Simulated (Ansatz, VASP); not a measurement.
# MgO: VASP beside Ansatz

INCAR

```
SYSTEM = MgO
  ALGO = Normal
  EDIFF = 1E-6
  ENCUT = 520
  GGA = PE
  ISIF = 2
  ISMEAR = -1
  LASPH = .True.
  LCHARG = .True.
  LELF = .True.
  LREAL = .False.
  LVHAR = .True.
  LWAVE = .False.
  NBANDS = 11
  NELM = 100
  PREC = Accurate
  SIGMA = 0.02
```

KPOINTS

```
k-points
0
Gamma
  10 10 10
  0 0 0
```

The input POSCAR:

```
MgO
1.0
    0.0000000000      2.1765847738      2.1765847738
    2.1765847738      0.0000000000      2.1765847738
    2.1765847738      2.1765847738      0.0000000000
Mg O
1 1
Direct
    0.0000000000      0.0000000000      0.0000000000
    0.5000000000      0.5000000000      0.5000000000
```

Input for Ansatz:

```yaml
crystal:
  lattice:
    - [0.0, 2.1765847738, 2.1765847738]
    - [2.1765847738, 0.0, 2.1765847738]
    - [2.1765847738, 2.1765847738, 0.0]
  atoms:
    - { symbol: Mg, position: [0.0, 0.0, 0.0] }
    - { symbol: O, position: [0.5, 0.5, 0.5] }
kpoints:
  mp_grid: { grid: [10, 10, 10] }
  band_path:
    path:
      - [0.0, 0.0, 0.0]
      - [0.5, 0.0, 0.5]
      - [0.625, 0.25, 0.625]
      - [0.375, 0.375, 0.75]
      - [0.5, 0.5, 0.5]
      - [0.5, 0.25, 0.75]
    npoints: 1
hamiltonian:
  xc: pbe
scf:
  occupations: { method: fermi_dirac, width: 0.02 }
  n_extra_bands: 4
output:
  forces: true
  stress: true
  eigenvalues: true
```

Change from the starting cell: hydrostatic strain +3.5%.

Alike in both runs: task single point; functional PBE; k mesh 10 × 10 × 10; occupations fermi-dirac, width 0.02 eV; no spin polarisation.

```csv
,VASP,Ansatz
version,VASP 6.6.1,Ansatz 0.2.0
potentials or method,"VASP PAW PBE potentials, release 64 (Mg, O)","plane waves, PAW"
plane-wave cutoff (eV),520,420
valence electrons in the cell,8,16
```

Ansatz gave:

```
gap on the k mesh at the Fermi level (eV) : 3.84
pressure (GPa)                            : -9.0
```

Q: Which values does VASP return?

A: gap on the k mesh at the Fermi level (eV): 3.82; pressure (GPa): -9.7.

VASP's potentials hold 8 valence electrons a cell and Ansatz's 16, so a difference there can come from the potentials and not from the codes.
